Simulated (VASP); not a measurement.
Si16B (a cell with a defect): single point with PBEsol

System: Si16B (a cell with a defect).

```
Si B
1.0
     0.00000    5.43000    5.43000
     5.43000    0.00000    5.43000
     5.43000    5.43000    0.00000
Si B
16 1
Direct
  0.98603 0.99268 0.97240
  0.11054 0.11132 0.11960
  0.05716 0.01230 0.47552
  0.20766 0.10120 0.58994
  0.93093 0.50097 0.02157
  0.06516 0.62847 0.15066
  0.02382 0.50154 0.51787
  0.14396 0.62626 0.63954
  0.49310 0.01156 0.97918
  0.63087 0.11238 0.10719
  0.57909 0.97736 0.49220
  0.65699 0.13314 0.60951
  0.42891 0.52006 0.01737
  0.56045 0.64244 0.14172
  0.50898 0.52970 0.50169
  0.65383 0.60843 0.65998
  0.27629 0.35062 0.89159
```

```
Program             : VASP 6.6.1
Task                : single point
Functional          : PBEsol
Potentials or basis : VASP PAW PBE potentials, release 64 (Si, B)
Cutoff              : 520 eV
k mesh              : 2 × 2 × 2
Occupations         : fermi-dirac, width 0.02 eV
Spin                : collinear spin, zero start
Starting moments    : [0.0, 0.0, 0.0, 0.0, 0.0, 0.0, 0.0, 0.0, 0.0, 0.0, 0.0, 0.0, 0.0, 0.0, 0.0, 0.0, 0.0] μB
```

```json
{"Pressure": "-0.5 GPa", "Largest force": "2.407 eV/Å", "Net moment": "0.00 μB per cell", "Valence electrons inside the program's atomic spheres": "Si 1.68, 1.65, 1.66, 1.63, 1.67, 1.70 (each value once); B 1.61"}
```

Forces in eV/Å, atoms in the order of the input:
```
Si  -0.504  0.706  1.749
Si  -0.430 -0.589  0.128
Si  -0.111 -0.936 -1.891
Si   2.163  0.101  0.370
Si  -0.350  1.007  1.206
Si  -0.204 -0.182 -0.682
Si  -1.302  0.240 -0.728
Si   0.674 -0.112 -0.215
Si   0.295 -0.411  0.247
Si   2.348 -0.521 -0.095
Si  -1.174 -1.470 -0.537
Si   0.932  0.536  1.830
Si  -1.665  1.343 -0.182
Si  -0.094 -0.268 -0.247
Si  -0.742  1.332 -0.375
Si  -0.055 -0.721 -0.444
B    0.220 -0.056 -0.134
```

Stress tensor (GPa, compression positive):
```
-0.24  1.23 -0.81
 1.23 -0.95  2.29
-0.81  2.29 -0.42
```

Levels at points of the mesh, in eV from the Fermi level:
Spin up:
| k point | band 31 | band 32 | band 33 | band 34 | band 35 | band 36 |
| --- | --- | --- | --- | --- | --- | --- |
| (0.00, 0.00, 0.00) | -0.89 | -0.66 | -0.31 | -0.19 | 0.01 | 0.10 |
| (0.50, 0.00, 0.00) | -1.16 | -0.89 | -0.76 | 0.00 | 0.09 | 0.87 |
| (0.00, 0.50, 0.00) | -1.10 | -0.86 | -0.71 | -0.04 | 0.01 | 0.68 |
| (0.00, 0.00, 0.50) | -0.95 | -0.90 | -0.69 | 0.10 | 0.31 | 0.73 |
| (0.50, 0.50, 0.50) | -1.30 | -0.88 | -0.66 | 0.11 | 0.40 | 0.58 |
| (0.50, 0.50, 0.00) | -1.55 | -1.33 | -0.49 | 0.21 | 0.59 | 1.13 |
| (0.00, 0.50, 0.50) | -1.51 | -1.23 | -0.42 | -0.02 | 0.66 | 1.19 |
| (0.50, 0.00, 0.50) | -1.51 | -1.38 | -0.57 | 0.08 | 0.48 | 1.10 |
Spin down:
```
           k point  band 31  band 32  band 33  band 34  band 35  band 36
(0.00, 0.00, 0.00)    -0.89    -0.66    -0.31    -0.19     0.01     0.10
(0.50, 0.00, 0.00)    -1.16    -0.89    -0.76     0.00     0.09     0.87
(0.00, 0.50, 0.00)    -1.10    -0.86    -0.71    -0.04     0.01     0.68
(0.00, 0.00, 0.50)    -0.95    -0.90    -0.69     0.10     0.31     0.73
(0.50, 0.50, 0.50)    -1.30    -0.88    -0.66     0.11     0.40     0.58
(0.50, 0.50, 0.00)    -1.55    -1.33    -0.49     0.21     0.59     1.13
(0.00, 0.50, 0.50)    -1.51    -1.23    -0.42    -0.02     0.66     1.19
(0.50, 0.00, 0.50)    -1.51    -1.38    -0.57     0.08     0.48     1.10
```

Run time: 14 min on 1 thread of Intel Xeon 8259CL, on a shared host, peak memory 0.71 GiB.

Caveat: the k points lie up to 0.50 Å⁻¹ apart; no moment was typed at the start, so none could form; the PAW data sets were made with another functional, which shifts forces and pressure a little.
